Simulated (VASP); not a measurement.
# CdS (Hawleyite) (F-43m) in VASP: a series of runs, part 2 of 2

VASP 6.6.1.

### 4 Single point, LDA

This run uses another cell than the first one, of 24.81 Å³/atom, 1.042 times its volume.

Input file INCAR:

```
ALGO = Normal ; EDIFF = 1E-7
ENCUT = 520 ; GGA = CA
ISIF = 2 ; ISMEAR = -1
LASPH = True ; LCHARG = True
LELF = True ; LREAL = False
LVHAR = True ; LWAVE = False
NBANDS = 16 ; NELM = 100
PREC = Accurate ; SIGMA = 0.05
```

Input file KPOINTS:

```
k-points
0
Gamma
  8 8 8
```

Input file POSCAR:

```
CdS
1.0
    0.0000000000      2.9165000000      2.9165000000
    2.9165000000      0.0000000000      2.9165000000
    2.9165000000      2.9165000000      0.0000000000
Cd S
1 1
Direct
    0.0000000000      0.0000000000      0.0000000000
    0.7500000000      0.7500000000      0.7500000000
```

Started as:

```
> cat potpaw_LDA.64/Cd/POTCAR potpaw_LDA.64/S/POTCAR > POTCAR
> mpirun -np 1 vasp_std > vasp.out
```

It took 9.6 s on 1 thread of Intel Xeon 6975P-C (Granite Rapids), shared host; peak memory 0.16 GiB.

It converged, with:

- Free energy: -7.3978 eV
- Pressure: -2.0 GPa
- Band gap on the k mesh: 0.89 eV, direct

Levels at points of the mesh, in eV from the valence-band top:
| k point | band 6 | band 7 | band 8 | band 9 | band 10 | band 11 | band 12 | band 13 |
| --- | --- | --- | --- | --- | --- | --- | --- | --- |
| (0.00, 0.00, 0.00) | -7.29 | 0.00 | 0.00 | 0.00 | 0.89 | 6.36 | 6.36 | 6.36 |
| (0.50, 0.00, 0.00) | -6.91 | -4.52 | -0.77 | -0.77 | 2.78 | 6.84 | 6.84 | 7.23 |
| (0.50, 0.50, 0.00) | -6.84 | -4.06 | -1.92 | -1.92 | 3.31 | 4.17 | 8.96 | 10.55 |

LDA gaps usually lie below the measured ones, often by a third to a half.

### 5 Single point, LDA (volume scaled by 1.02)

Input file INCAR:

```
ALGO = Normal
EDIFF = 1E-6
ENCUT = 520
GGA = CA
ISIF = 2
ISMEAR = -1
LASPH = T
LCHARG = F
LREAL = F
LWAVE = F
NBANDS = 16
NELM = 60
PREC = Accurate
SIGMA = 0.05
```

KPOINTS is that of step 4.

Input file POSCAR:

```
CdS
1.0
    0.0000000000      2.9358151324      2.9358151324
    2.9358151324      0.0000000000      2.9358151324
    2.9358151324      2.9358151324      0.0000000000
Cd S
1 1
Direct
    0.0000000000      0.0000000000      0.0000000000
    0.7500000000      0.7500000000      0.7500000000
```

Potentials or basis: VASP PAW LDA potentials, release 64 (Cd, S).

Started as:

```
> cat potpaw_LDA.64/Cd/POTCAR potpaw_LDA.64/S/POTCAR > POTCAR
> mpirun -np 1 vasp_std > vasp.out
```

OUTCAR:

```text
EDIFF = 1E-6
   ENCUT = 520
   GGA = CA
   ISIF = 2
   ISMEAR = -1
   LASPH = T
   LREAL = F
   NELM = 60
   PREC = Accurate

 ion  position               nearest neighbor table
   1  0.000  0.000  0.000-   2 2.54   2 2.54   2 2.54   2 2.54
   2  0.750  0.750  0.750-   1 2.54   1 2.54   1 2.54   1 2.54

  LATTYP: Found a face centered cubic cell.
 ALAT       =     5.8716302648

  Lattice vectors:

 A1 = (   0.0000000000,   2.9358151324,   2.9358151324)
 A2 = (   2.9358151324,   0.0000000000,   2.9358151324)
 A3 = (   2.9358151324,   2.9358151324,   0.0000000000)

Analysis of symmetry for initial positions (statically):
=====================================================================
 Subroutine PRICEL returns:
 Original cell was already a primitive cell.

 Routine SETGRP: Setting up the symmetry group for a
 face centered cubic supercell.

 Subroutine GETGRP returns: Found 24 space group operations
 (whereof 24 operations were pure point group operations)
 out of a pool of 48 trial point group operations.

The static configuration has the point symmetry T_d .

Analysis of symmetry for dynamics (positions and initial velocities):
=====================================================================
 Subroutine PRICEL returns:
 Original cell was already a primitive cell.

 Routine SETGRP: Setting up the symmetry group for a
 face centered cubic supercell.

 Subroutine GETGRP returns: Found 24 space group operations
 (whereof 24 operations were pure point group operations)
 out of a pool of 48 trial point group operations.

The dynamic configuration has the point symmetry T_d .

 Subroutine INISYM returns: Found 24 space group operations
 (whereof 24 operations are pure point group operations),
[... 103 lines left out ...]
   ISYM   =      2    0-nonsym 1-usesym 2-fastsym
   POTIM  = 0.5000    time-step for ionic-motion
   TEBEG  =    0.0;   TEEND  =   0.0 temperature during run
   PSTRESS=    0.0 pullay stress
   NELECT =      18.0000    total number of electrons
   NUPDOWN=      -1.0000    fix difference up-down
   EMIN   =  10.00;   EMAX   =-10.00  energy-range for DOS
   EFERMI =   0.00;   METHOD = LEGACY
   ISMEAR =    -1;   SIGMA  =   0.05  broadening in eV -4-tet -1-fermi 0-gaus
   EFERMI_NEDOS =   21; number of points for ismear=-14 and -15
   IALGO  =     38    algorithm
   IMIX   =      4    mixing-type and parameters
     AMIX     =   0.40;   BMIX     =  1.00
     AMIX_MAG =   1.60;   BMIX_MAG =  1.00
  volume/ion in A,a.u.               =      25.30       170.76
  Fermi-wavevector in a.u.,A,eV,Ry     =   1.159917  2.191926 18.305384  1.345408
  Thomas-Fermi vector in A             =   2.296505
   LORBIT       =      0    0 simple, 1 ext, 2 COOP (PROOUT), +10 PAW based schemes
   GGA     = CA    functional components
   LHFCALC =     F    Hartree Fock is set to
   AEXX    =    0.0000 exact exchange contribution
   IVDW    =     0    specifies the selected vdW correction
   LEPSILON=     F    determine dielectric tensor
   LRPA    =     F    only Hartree local field effects (RPA)
 non-spin polarized calculation
  energy-cutoff  :      520.00
  volume of cell :       50.61
 maximum number of plane-waves:      1380
   NGX = 15   NGY = 15   NGZ = 15

 number of electron      18.0000005 magnetization

 Free energy of the ion-electron system (eV)
  ---------------------------------------------------
  ext. energy  EPLUGINS =         0.00000000
  ---------------------------------------------------
  free energy    TOTEN  =        -7.38213838 eV

  energy without entropy =       -7.38213662  energy(sigma->0) =       -7.38213750

 E-fermi :   1.4198     XC(G=0):  -9.4966

 val. band max:        0.9561071414   @ k =   0.0000   0.0000   0.0000
 cond. band min:       1.8049975230   @ k =   0.0000   0.0000   0.0000
 fundamental gap:      0.8488903816
 Fermi energy:         1.4197908382

 k-point     1 :       0.0000    0.0000    0.0000
  band No.  band energies     occupation
      1     -11.2793      2.00000
      2      -6.7489      2.00000
      3      -6.7489      2.00000
      4      -6.7489      2.00000
      5      -6.2905      2.00000
      6      -6.2905      2.00000
[... 433 lines left out ...]
      3      -6.5555      2.00000
      4      -6.3169      2.00000
      5      -6.2652      2.00000
      6      -5.8111      2.00000
[... 8 lines left out ...]
     15      13.0267      0.00000
     16      13.9714      0.00000

 [... further k-points ...]
[... 5 lines left out ...]
  --------------------------------------------------------------------------------------
  -------------------------------------------------------------------------------------
  Total       -0.9791335     -0.9791335     -0.9791335     -0.0000000     -0.0000000     -0.0000000
  in kB      -30.9981930    -30.9981930    -30.9981930     -0.0000000     -0.0000000     -0.0000000
  external PRESSURE =     -30.9981930 kB  Pullay stress =       0.0000000 kB

 VOLUME and BASIS-vectors are now :
 -----------------------------------------------------------------------------
  energy-cutoff  :      520.00
  volume of cell :       50.61
      direct lattice vectors                 reciprocal lattice vectors
     0.000000000  2.935815132  2.935815132    -0.170310451  0.170310451  0.170310451
     2.935815132  0.000000000  2.935815132     0.170310451 -0.170310451  0.170310451
     2.935815132  2.935815132  0.000000000     0.170310451  0.170310451 -0.170310451

 POSITION                                       TOTAL-FORCE (eV/Angst)
 -----------------------------------------------------------------------------------
      0.00000      0.00000      0.00000         0.000000      0.000000      0.000000
      4.40372      4.40372      4.40372        -0.000000     -0.000000     -0.000000
 -----------------------------------------------------------------------------------
    total drift:                               -0.000000     -0.000000     -0.000000

  FREE ENERGIE OF THE ION-ELECTRON SYSTEM (eV)
  ---------------------------------------------------
  free  energy   TOTEN  =        -7.3821383755 eV

  energy  without entropy=       -7.3821366151  energy(sigma->0) =       -7.38213750
```

OSZICAR:

```text
N       E                     dE             d eps       ncg     rms          rms(c)
DAV:   1     0.111593237806E+03    0.11159E+03   -0.89568E+03   944   0.103E+03
DAV:   2    -0.346454717582E+01   -0.11506E+03   -0.10868E+03  1136   0.258E+02
DAV:   3    -0.787075208611E+01   -0.44062E+01   -0.43977E+01  1192   0.524E+01
DAV:   4    -0.789857131932E+01   -0.27819E-01   -0.27817E-01  1184   0.406E+00
DAV:   5    -0.789895270185E+01   -0.38138E-03   -0.38138E-03  1160   0.443E-01    0.774E+00
DAV:   6    -0.741339683963E+01    0.48556E+00   -0.78734E-01  1432   0.115E+01    0.620E+00
DAV:   7    -0.738809102392E+01    0.25306E-01   -0.14475E-01  1128   0.274E+00    0.296E+00
DAV:   8    -0.738254208224E+01    0.55489E-02   -0.15448E-02  1072   0.151E+00    0.212E-01
DAV:   9    -0.738213259676E+01    0.40949E-03   -0.16535E-03  1240   0.612E-01    0.553E-02
DAV:  10    -0.738213150012E+01    0.10966E-05   -0.14936E-04  1144   0.137E-01    0.582E-02
DAV:  11    -0.738214331703E+01   -0.11817E-04   -0.39081E-05  1152   0.571E-02    0.161E-02
DAV:  12    -0.738213821845E+01    0.50986E-05   -0.14883E-05  1408   0.490E-02    0.597E-03
DAV:  13    -0.738213837548E+01   -0.15703E-06   -0.13786E-06   960   0.767E-03
   1 F= -.73821384E+01 E0= -.73821375E+01  d E =-.176033E-05
```

stdout:

```text
POSCAR found type information on POSCAR CdS
 POSCAR found :  2 types and       2 ions
 scaLAPACK will be used
 LDA part: xc-table for (Slater(with rela. corr.)+CA(PZ))
 , standard interpolation
 POSCAR, INCAR and KPOINTS ok, starting setup
 FFT: planning ... GRIDC
 FFT: planning ... GRID_SOFT
 FFT: planning ... GRID
 WAVECAR not read
 entering main loop
```

Wall time 8.6 s (1 thread of Intel Xeon 6975P-C (Granite Rapids), shared host); peak memory 0.16 GiB.

What came out:

```yaml
Free_energy: -7.3821 eV
Pressure: -3.1 GPa
Band_gap_on_the_k_mesh: 0.85 eV, direct
```

Levels at points of the mesh, in eV from the valence-band top:
```csv
k point,band 7,band 8,band 9,band 10,band 11,band 12
"(0.00, 0.00, 0.00)",0.00,0.00,0.00,0.85,6.36,6.36
"(0.50, 0.00, 0.00)",-4.40,-0.74,-0.74,2.75,6.84,6.84
"(0.50, 0.50, 0.00)",-3.97,-1.86,-1.86,3.34,4.14,8.87
```

Caveat: the cell differs from its parent crystal (volume scaled by 1.02).

### 6 Summary

```csv
cell,gap on the mesh (eV),pressure (GPa)
"a = 4.069 Å, angles 60.0°, 2 atoms",0.98,0.6
"a = 4.097 Å, angles 60.0°, 2 atoms",0.94,-0.8
"a = 4.125 Å, angles 60.0°, 2 atoms",0.89,-2.0
"a = 4.152 Å, angles 60.0°, 2 atoms",0.85,-3.1
```

Alike in all rows: task single point; level LDA; potentials or basis VASP PAW LDA potentials, release 64 (Cd, S); no spin polarisation; k mesh 8 × 8 × 8; cutoff (eV) 520; smearing fermi-dirac 0.05 eV.

Total energies depend on the potentials used, so only differences within one code and one set of settings carry meaning.
